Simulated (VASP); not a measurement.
A run of VASP 6.6.1:

File INCAR:

```
PREC     = Accurate       # precision mode
ENCUT    = 600            # plane-wave cutoff, eV
EDIFF    = 1E-6           # SCF threshold, eV
ISMEAR   = 1              # smearing method
SIGMA    = 0.05           # smearing width, eV
LREAL    = F              # projectors in reciprocal space
LASPH    = T              # aspherical terms in the spheres
NELM     = 120            # most SCF steps
ALGO     = Normal         # electronic algorithm
ISIF     = 2              # what is computed and relaxed
LWAVE    = F              # write WAVECAR
LCHARG   = F              # write CHGCAR
GGA      = PS             # functional
NBANDS   = 16             # bands
GGA_COMPAT= F
```

KPOINTS

```
regular mesh
0
Gamma
  4 4 4
```

POSCAR

```
ZrN
1.0
    0.0000000000      2.3000000000      2.3000000000
    2.3000000000      0.0000000000      2.3000000000
    2.3000000000      2.3000000000      0.0000000000
Zr N
1 1
Direct
    0.5000000000      0.5000000000      0.5000000000
    0.0000000000      0.0000000000      0.0000000000
```

Potentials or basis: VASP PAW PBE potentials, release 64 (Zr_sv, N).

Command:

```bash
$ cat potpaw_PBE.64/Zr_sv/POTCAR potpaw_PBE.64/N/POTCAR > POTCAR
$ mpirun -np 1 vasp_std > vasp.out
```

Hardware: 1 thread of AMD EPYC 7R13, on a shared host.

Question: How long does it take, and how much memory?

Answer: It took 14 s on 1 thread of AMD EPYC 7R13, on a shared host, peak memory 0.12 GiB. Counts: scf iterations 13, k points 8.
